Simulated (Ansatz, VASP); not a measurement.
# One calculation of Hf, two programs

```
Hf
1.0
     3.11840    0.00000    0.00000
    -1.55920    2.70061    0.00000
     0.00000    0.00000    4.94755
Hf
2
Cartesian
  0.0000 1.8004 1.2369
  1.5592 0.9002 3.7107
```

Alike in both runs: task single point; functional LDA; k mesh 12 × 12 × 7; occupations fermi-dirac, width 0.1 eV; no spin polarisation.

|  | VASP | Ansatz |
| --- | --- | --- |
| version | VASP 6.6.1 | Ansatz 0.2.0 |
| potentials or method | VASP PAW LDA potentials, release 64 (Hf_pv), cutoff 520 eV | plane waves (420 eV) with PAW, scalar-relativistic |
| valence electrons in the cell | 20 | 52 |

VASP gave:

```
pressure (GPa)                                                : 0.1
traceless stress, the component that is largest in VASP (GPa) : 0.05
```

Task: Which values does Ansatz return?

Result: Pressure (GPa): 0.0; traceless stress, the component that is largest in VASP (GPa): 0.07.

Ansatz warns that its potentials were made for another functional, while VASP's fit it. LDA's correlation is that of Perdew and Zunger in VASP and of Perdew and Wang (1992) in Ansatz. VASP's potentials hold 20 valence electrons a cell and Ansatz's 52, so a difference there can come from the potentials and not from the codes.

Spin-orbit coupling is off throughout.
